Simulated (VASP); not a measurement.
Set up this calculation in VASP 6.6.1, as the native input.

* Task: single point
* Functional: PBEsol
* Potentials or basis: VASP PAW PBE potentials, release 64 (Ga_d)
* Cutoff: 520 eV
* k mesh: 13 × 13 × 13
* Occupations: fermi-dirac, width 0.08 eV
* Spin: no spin polarisation
* Dipole correction: no
* Further INCAR settings: ALGO = Normal; EDIFF = 1e-06; NBANDS = 20

The structure of Ga lies in POSCAR:

```
Ga
1.0
    0.0000000000      2.8802959968      2.8802959968
    2.8802959968      0.0000000000      2.8802959968
    2.8802959968      2.8802959968      0.0000000000
Ga
2
Direct
   -0.1250000000     -0.1250000000     -0.1250000000
    0.1250000000      0.1250000000      0.1250000000
```

One way to write it, as run:

INCAR

```
ALGO = Normal
EDIFF = 1E-6
ENCUT = 520
GGA = PS
ISIF = 2
ISMEAR = -1
LASPH = T
LCHARG = F
LREAL = F
LWAVE = F
NBANDS = 20
NELM = 80
PREC = Accurate
SIGMA = 0.08
```

KPOINTS

```
k-points
0
Gamma
  13 13 13
```

Potentials or basis: VASP PAW PBE potentials, release 64 (Ga_d).

Run with:

```console
$ cat potpaw_PBE.64/Ga_d/POTCAR > POTCAR
$ mpirun -np 1 vasp_std > vasp.out
```

Results of the run:

| Quantity | Value |
| --- | --- |
| Pressure | 0.1 GPa |
| Band gap on the k mesh | zero (band 13 reaches 5.73 eV, above the bottom of band 14 at 1.56 eV) |

Caveat: the PAW data sets were made with another functional, which shifts forces and pressure a little.

It took 91 s on 1 thread of AMD EPYC 7571 (shared host), peak memory 0.17 GiB.
